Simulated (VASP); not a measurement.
# Te in VASP: settings compared

Te is run at these levels: r2SCAN, HSE06+D3(BJ); tasks: single point.

Everything below comes from runs of VASP 6.6.1. Logs are shortened: lines on timing, memory, paths and dates and some standing lists are left out, and cuts for length are marked.

## (1) The cell of the first run

The cell holds a molecule in a box, 1 atom: a = 10.500 Å, b = 11.000 Å, c = 11.500 Å, α = 90.00°, β = 90.00°, γ = 90.00°.

## (2) Single point, r2SCAN, collinear spin

The input, POSCAR:

```
Te
1.0
   10.5000000000      0.0000000000      0.0000000000
    0.0000000000     11.0000000000      0.0000000000
    0.0000000000      0.0000000000     11.5000000000
Te
1
Direct
    0.5000000000      0.5045454500      0.5000000000
```

The input, INCAR.step1:

```
SYSTEM = Te
  PREC = Accurate
  ENCUT = 440
  ISMEAR = 0
  SIGMA = 0.005
  LREAL = .FALSE.
  LASPH = .TRUE.
  NELM = 200
  ISPIN = 2
  MAGMOM = 2
  NBANDS = 13
  GGA = PE
  ALGO = Normal
  EDIFF = 1E-5
  LWAVE = .TRUE.
  LCHARG = .FALSE.
  GGA_COMPAT = .FALSE.
  NELMDL = -8
```

The input, INCAR.step2:

```
SYSTEM = Te
  PREC = Accurate
  ENCUT = 440
  EDIFF = 1E-6
  ISMEAR = 0
  SIGMA = 0.005
  LREAL = .FALSE.
  LASPH = .TRUE.
  NELM = 200
  ALGO = Normal
  ISIF = 2
  LWAVE = .FALSE.
  LCHARG = .FALSE.
  ISPIN = 2
  MAGMOM = 2
  LORBIT = 11
  METAGGA = R2SCAN
  LMIXTAU = .TRUE.
  NBANDS = 13
  ISTART = 1
  GGA_COMPAT = .FALSE.
```

The input, KPOINTS:

```
Automatic mesh
0
G
  1 1 1
  0 0 0
```

Potentials or basis: VASP PAW PBE potentials, release 64 (Te).

The run is started by

```bash
$ cat potpaw_PBE.64/Te/POTCAR > POTCAR
$ cp INCAR.step1 INCAR
$ mpirun -np 1 vasp_gam > vasp.out
$ cp INCAR.step2 INCAR
$ mpirun -np 1 vasp_gam > vasp.out
```

OUTCAR:

```text
SYSTEM = Te
   PREC = Accurate
   ENCUT = 440
   EDIFF = 1E-6
   ISMEAR = 0
   LREAL = .FALSE.
   LASPH = .TRUE.
   NELM = 200
   ISIF = 2
   ISPIN = 2
   LORBIT = 11
   METAGGA = R2SCAN
   ISTART = 1

 ion  position               nearest neighbor table
   1  0.500  0.505  0.500-

  LATTYP: Found a simple orthorhombic cell.
 ALAT       =    10.5000000000
 B/A-ratio  =     1.0476190476
 C/A-ratio  =     1.0952380952

  Lattice vectors:

 A1 = (  10.5000000000,   0.0000000000,   0.0000000000)
 A2 = (   0.0000000000,  11.0000000000,   0.0000000000)
 A3 = (   0.0000000000,   0.0000000000,  11.5000000000)

Analysis of symmetry for initial positions (statically):
=====================================================================
 Subroutine PRICEL returns:
 Original cell was already a primitive cell.

 Routine SETGRP: Setting up the symmetry group for a
 simple orthorhombic supercell.

 Subroutine GETGRP returns: Found  8 space group operations
 (whereof  4 operations were pure point group operations)
 out of a pool of  8 trial point group operations.

The static configuration has the point symmetry C_2v.
 The point group associated with its full space group is D_2h.

Analysis of symmetry for dynamics (positions and initial velocities):
=====================================================================
 Subroutine PRICEL returns:
 Original cell was already a primitive cell.

 Routine SETGRP: Setting up the symmetry group for a
 simple orthorhombic supercell.

 Subroutine GETGRP returns: Found  8 space group operations
 (whereof  4 operations were pure point group operations)
 out of a pool of  8 trial point group operations.

The dynamic configuration has the point symmetry C_2v.
 The point group associated with its full space group is D_2h.

Analysis of structural, dynamic, and magnetic symmetry:
=====================================================================
 Subroutine PRICEL returns:
 Original cell was already a primitive cell.

 Routine SETGRP: Setting up the symmetry group for a
 simple orthorhombic supercell.

 Subroutine GETGRP returns: Found  8 space group operations
 (whereof  4 operations were pure point group operations)
 out of a pool of  8 trial point group operations.

The overall configuration has the point symmetry C_2v.
 The point group associated with its full space group is D_2h.

 Subroutine INISYM returns: Found  8 space group operations
 (whereof  4 operations are pure point group operations),
 and found     1 'primitive' translations

----------------------------------------------------------------------------------------

                                     Primitive cell

  volume of cell :    1328.2500

  direct lattice vectors                    reciprocal lattice vectors
    10.500000000  0.000000000  0.000000000     0.095238095  0.000000000  0.000000000
     0.000000000 11.000000000  0.000000000     0.000000000  0.090909091  0.000000000
     0.000000000  0.000000000 11.500000000     0.000000000  0.000000000  0.086956522

  length of vectors
    10.500000000 11.000000000 11.500000000     0.095238095  0.090909091  0.086956522

  position of ions in fractional coordinates (direct lattice)
     0.500000000  0.504545450  0.500000000

  ion indices of the primitive-cell ions
   primitive index   ion index
                 1           1

----------------------------------------------------------------------------------------

 KPOINTS: Automatic mesh

Automatic generation of k-mesh.
 Grid dimensions read from file:
 generate k-points for:    1    1    1

 Generating k-lattice:

  Cartesian coordinates                     Fractional coordinates (reciprocal lattice)
     0.095238095  0.000000000  0.000000000     1.000000000  0.000000000  0.000000000
     0.000000000  0.090909091  0.000000000     0.000000000  1.000000000  0.000000000
     0.000000000  0.000000000  0.086956522     0.000000000  0.000000000  1.000000000

  Length of vectors
     0.095238095  0.090909091  0.086956522

  Shift w.r.t. Gamma in fractional coordinates (k-lattice)
     0.000000000  0.000000000  0.000000000

 Subroutine IBZKPT returns following result:
 ===========================================

 Found      1 irreducible k-points:

 Following reciprocal coordinates:
            Coordinates               Weight
  0.000000  0.000000  0.000000      1.000000
   k-points           NKPTS =      1   k-points in BZ     NKDIM =      1   number of bands    NBANDS=     13
   number of dos      NEDOS =    301   number of ions     NIONS =      1
   total plane-waves  NPLWV = 460800
   dimension x,y,z NGX =    72 NGY =   80 NGZ =   80
   dimension x,y,z NGXF=   144 NGYF=  160 NGZF=  160
   ions per type =               1
   NGX,Y,Z   is equivalent  to a cutoff of  11.40, 12.09, 11.56 a.u.
   NGXF,Y,Z  is equivalent  to a cutoff of  22.80, 24.18, 23.13 a.u.
 SYSTEM =  Te
   PREC   = accura    normal or accurate (medium, high low for compatibility)
   ISTART =      1    job   : 0-new  1-cont  2-samecut
   ICHARG =      0    charge: 1-file 2-atom 10-const
   ISPIN  =      2    spin polarized calculation?
   LNONCOLLINEAR =      F non collinear calculations
   LSORBIT =      F    spin-orbit coupling
   LASPH  =      T    aspherical Exc in radial PAW
   ENCUT  =  440.0 eV  32.34 Ry    5.69 a.u.  17.96 18.81 19.67*2*pi/ulx,y,z
   NELM   =    200;   NELMIN=  2; NELMDL=  0     # of ELM steps
   EDIFF  = 0.1E-05   stopping-criterion for ELM
   LREAL  =      F    real-space projection
   EDIFFG = 0.1E-04   stopping-criterion for IOM
   NSW    =      0    number of steps for IOM
   IBRION =     -1    ionic relax: 0-MD 1-quasi-New 2-CG
   NFREE  =      0    steps in history (QN), initial steepest desc. (CG)
   ISIF   =      2    stress and relaxation
   ISYM   =      2    0-nonsym 1-usesym 2-fastsym
   POTIM  = 0.5000    time-step for ionic-motion
   TEBEG  =    0.0;   TEEND  =   0.0 temperature during run
   PSTRESS=    0.0 pullay stress
   NELECT =       6.0000    total number of electrons
   NUPDOWN=      -1.0000    fix difference up-down
   EMIN   =  10.00;   EMAX   =-10.00  energy-range for DOS
   EFERMI =   0.00;   METHOD = LEGACY
   ISMEAR =     0;   SIGMA  =   0.01  broadening in eV -4-tet -1-fermi 0-gaus
   EFERMI_NEDOS =   21; number of points for ismear=-14 and -15
   IALGO  =     38    algorithm
   IMIX   =      4    mixing-type and parameters
     AMIX     =   0.40;   BMIX     =  1.00
     AMIX_MAG =   1.60;   BMIX_MAG =  1.00
  volume/ion in A,a.u.               =    1328.25      8963.47
  Fermi-wavevector in a.u.,A,eV,Ry     =   0.270623  0.511404  0.996450  0.073237
  Thomas-Fermi vector in A             =   1.109268
   LORBIT       =     11    0 simple, 1 ext, 2 COOP (PROOUT), +10 PAW based schemes
   METAGGA = R2SCAN    functional components
   LHFCALC =     F    Hartree Fock is set to
   AEXX    =    0.0000 exact exchange contribution
   IVDW    =     0    specifies the selected vdW correction
   LEPSILON=     F    determine dielectric tensor
   LRPA    =     F    only Hartree local field effects (RPA)
 spin polarized calculation
 Gauss-broadening in eV      SIGMA  =   0.01
  energy-cutoff  :      440.00
  volume of cell :     1328.25
 maximum number of plane-waves:     13907
 NGX is ok and might be reduce to    70
   NGX = 35   NGY = 37   NGZ = 39

 number of electron       5.9999999 magnetization       2.0000000

 Free energy of the ion-electron system (eV)
  ---------------------------------------------------
  ext. energy  EPLUGINS =         0.00000000
  ---------------------------------------------------
  free energy    TOTEN  =       -23.14805469 eV

  energy without entropy =      -23.14805469  energy(sigma->0) =      -23.14805469

 E-fermi :  -5.2040     XC(G=0):  -0.4271

 val. band max:       -5.2387978842   @ k =   0.0000   0.0000   0.0000
 cond. band min:      -4.3462383740   @ k =   0.0000   0.0000   0.0000
 fundamental gap:      0.8925595102
 Fermi energy:        -5.2040253616

 spin component 1

 k-point     1 :       0.0000    0.0000    0.0000
  band No.  band energies     occupation
      1     -16.0628      1.00000
      2      -6.9843      1.00000
      3      -6.9843      1.00000
      4      -5.7800      1.00000
      5      -0.0012      0.00000
      6       1.1621      0.00000
      7       1.2287      0.00000
      8       1.3226      0.00000
      9       1.3897      0.00000
     10       1.3960      0.00000
     11       1.5203      0.00000
     12       1.9369      0.00000
     13       2.0234      0.00000
 Fermi energy:        -5.2040253616

 spin component 2

 k-point     1 :       0.0000    0.0000    0.0000
  band No.  band energies     occupation
      1     -14.1117      1.00000
      2      -5.2388      1.00000
      3      -4.3462      0.00000
      4      -4.3461      0.00000
      5       0.2266      0.00000
      6       1.3580      0.00000
      7       1.4484      0.00000
      8       1.5179      0.00000
      9       1.5697      0.00000
     10       1.6121      0.00000
     11       1.7360      0.00000
     12       2.5126      0.00000
     13       2.6083      0.00000

------------------------ aborting loop because EDIFF is reached ----------------------------------------

  FORCE on cell =-STRESS in cart. coord.  units (eV):
  Direction    XX          YY          ZZ          XY          YZ          ZX
  --------------------------------------------------------------------------------------
  -------------------------------------------------------------------------------------
  Total       -0.0014565     -0.0021060      0.0019052      0.0000000      0.0000000      0.0000000
  in kB       -0.0017569     -0.0025404      0.0022981      0.0000000      0.0000000      0.0000000
  external PRESSURE =      -0.0006664 kB  Pullay stress =       0.0000000 kB

 VOLUME and BASIS-vectors are now :
 -----------------------------------------------------------------------------
  energy-cutoff  :      440.00
  volume of cell :     1328.25
      direct lattice vectors                 reciprocal lattice vectors
    10.500000000  0.000000000  0.000000000     0.095238095  0.000000000  0.000000000
     0.000000000 11.000000000  0.000000000     0.000000000  0.090909091  0.000000000
     0.000000000  0.000000000 11.500000000     0.000000000  0.000000000  0.086956522

 POSITION                                       TOTAL-FORCE (eV/Angst)
 -----------------------------------------------------------------------------------
      5.25000      5.55000      5.75000         0.000000      0.000000      0.000000
 -----------------------------------------------------------------------------------
    total drift:                               -0.000000     -0.000019      0.000000

  FREE ENERGIE OF THE ION-ELECTRON SYSTEM (eV)
  ---------------------------------------------------
  free  energy   TOTEN  =       -23.1480546914 eV

  energy  without entropy=      -23.1480546914  energy(sigma->0) =      -23.14805469

 total charge

# of ion       s       p       d       tot
------------------------------------------
    1        1.406   1.840   0.001   3.246

 magnetization (x)

# of ion       s       p       d       tot
------------------------------------------
    1        0.026   0.966   0.001   0.992
```

Wall time 3.9 min (1 thread of Intel Xeon 6975P-C (Granite Rapids), shared host); peak memory 1.4 GiB.

What came out:

```
Free energy                                           : -23.1481 eV
Gap between the frontier levels                       : 0.89 eV
Net moment                                            : 2.00 μB per cell
Site moments                                          : Te +0.99 μB
Valence electrons inside the program's atomic spheres : Te 3.25
```

Levels at points of the mesh, in eV from the valence-band top:
Spin up:
| k point | band 2 | band 3 | band 4 | band 5 | band 6 | band 7 |
| --- | --- | --- | --- | --- | --- | --- |
| (0.00, 0.00, 0.00) | -1.75 | -1.75 | -0.54 | 5.24 | 6.40 | 6.47 |
Spin down:
```
           k point  band 1  band 2  band 3  band 4  band 5
(0.00, 0.00, 0.00)   -8.87    0.00    0.89    0.89    5.47
```

Caveat: the PAW data sets were made with another functional, which shifts forces and pressure a little; spin-orbit coupling is left out, which moves the levels of the heavy elements.

(Continued in part 2 of 2.)
